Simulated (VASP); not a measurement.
Here is a VASP 6.6.1 calculation.

Contents of POSCAR:

```
C
1.0
    0.0000000000      1.5481131777      1.5481131777
    1.5481131777      0.0000000000      1.5481131777
    1.5481131777      1.5481131777      0.0000000000
C
1
Direct
    0.0000000000      0.0000000000      0.0000000000
```

INCAR.step1

```
  ALGO = Normal
  EDIFF = 1E-4
  ENCUT = 520
  GGA = PE
  ISMEAR = -1
  LASPH = True
  LCHARG = False
  LREAL = False
  LWAVE = True
  NBANDS = 8
  NELM = 80
  PREC = Accurate
  SIGMA = 0.1
```

INCAR.step2

```
  ALGO = Normal
  EDIFF = 1E-6
  ENCUT = 520
  ISIF = 2
  ISMEAR = -1
  ISTART = 1
  LASPH = True
  LCHARG = False
  LMIXTAU = True
  LREAL = False
  LWAVE = False
  METAGGA = R2SCAN
  NBANDS = 8
  NELM = 80
  PREC = Accurate
  SIGMA = 0.1
```

File KPOINTS:

```
k-points
0
Gamma
  18 18 18
```

Potentials or basis: VASP PAW PBE potentials, release 64 (C).

Run with:

```bash
$ cat potpaw_PBE.64/C/POTCAR > POTCAR
$ cp INCAR.step1 INCAR
$ mpirun -np 1 vasp_std > vasp.out
$ cp INCAR.step2 INCAR
$ mpirun -np 1 vasp_std > vasp.out
```

Q: Predict the band gap on the k mesh.

A: Zero (bands 2 and 3 overlap by 11.76 eV).

Q: Estimate the pressure.

A: 0.1 GPa.

Caveat: the PAW data sets were made with another functional, which shifts forces and pressure a little.
